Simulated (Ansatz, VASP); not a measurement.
# Two plane-wave programs on Au

The input INCAR:

```
PREC = Accurate
ENCUT = 520
EDIFF = 1E-6
ISMEAR = -1
SIGMA = 0.1
LREAL = False
LASPH = True
NELM = 60
ALGO = Normal
ISIF = 2
LWAVE = False
LCHARG = False
GGA = PE
NBANDS = 18
```

File KPOINTS:

```
Automatic mesh
0
Gamma
  14 14 7
```

Contents of POSCAR:

```
Au
1.0
    2.8357075441      0.0000000000      0.0000000000
   -1.4178537720      2.4557947709      0.0000000000
    0.0000000000      0.0000000000      4.7512569560
Au
2
Direct
    0.3333333333      0.6666666667      0.2500000000
    0.6666666667      0.3333333333      0.7500000000
```

Input for Ansatz:

```yaml
crystal:
  lattice:
    - [2.8357075441, 0.0, 0.0]
    - [-1.417853772, 2.4557947709, 0.0]
    - [0.0, 0.0, 4.751256956]
  atoms:
    - { symbol: Au, position: [0.3333333333, 0.6666666667, 0.25] }
    - { symbol: Au, position: [0.6666666667, 0.3333333333, 0.75] }
hamiltonian:
  xc: pbe
  pseudopotentials:
    kind: paw
    azcp:
      Au: "pseudopotentials/Au.paw.azcp"
basis:
  ecutwfc: 420
  fft_grid_basis: typed
kpoints:
  mp_grid: { grid: [14, 14, 7], shift: [0, 0, 0] }
magnetization:
  spin_polarized: false
scf:
  occupations: { method: fermi_dirac, width: 0.1 }
  lower_state_search: "off"
output:
  stress: true
```

Alike in both runs: task single point; functional PBE; k mesh 14 × 14 × 7; occupations fermi-dirac, width 0.1 eV; no spin polarisation.

|  | VASP | Ansatz |
| --- | --- | --- |
| version | VASP 6.6.1 | Ansatz 0.2.0 |
| potentials or method | VASP PAW PBE potentials, release 64 (Au), cutoff 520 eV | plane waves (420 eV) with PAW, scalar-relativistic |
| valence electrons in the cell | 22 | 38 |

|  | VASP | Ansatz | Ansatz less VASP |
| --- | --- | --- | --- |
| pressure (GPa) | 14.7 | 15.0 | +0.33 |
| traceless stress, the component that is largest in VASP (GPa) | -0.49 | -0.47 | +0.023 |

With one functional, cell and mesh, what is left measures potentials, basis and numerics. VASP's potentials hold 22 valence electrons a cell and Ansatz's 38, so a difference there can come from the potentials and not from the codes.

Neither program's run includes spin-orbit coupling.
